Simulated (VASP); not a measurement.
Here is a VASP 6.6.1 calculation.

The input INCAR:

```
SYSTEM = AlN
PREC = Accurate
ENCUT = 520
EDIFF = 1E-6
ISMEAR = 0
SIGMA = 0.01
LREAL = .False.
LASPH = .True.
NELM = 80
ALGO = Normal
ISIF = 2
LWAVE = .False.
LCHARG = .False.
GGA = PE
NBANDS = 11
```

File KPOINTS:

```
Automatic mesh
0
Gamma
  4 4 4
  0 0 0
```

File POSCAR:

```
AlN
1.0
    0.0000000000      1.9690000000      1.9690000000
    1.9690000000      0.0000000000      1.9690000000
    1.9690000000      1.9690000000      0.0000000000
Al N
1 1
Direct
    0.0000000000      0.0000000000      0.0000000000
    0.5000000000      0.5000000000      0.5000000000
```

Potentials or basis: VASP PAW PBE potentials, release 64 (Al, N).

Run with:

```sh
$ cat potpaw_PBE.64/Al/POTCAR potpaw_PBE.64/N/POTCAR > POTCAR
$ mpirun -np 1 vasp_std > vasp.out
```

(1) Estimate the pressure.

(2) Estimate the band gap on the k mesh.

Results:

(1) 30.4 GPa.

(2) 5.11 eV, indirect (least direct gap 6.85 eV).

Caveat: the k points lie up to 0.69 Å⁻¹ apart.
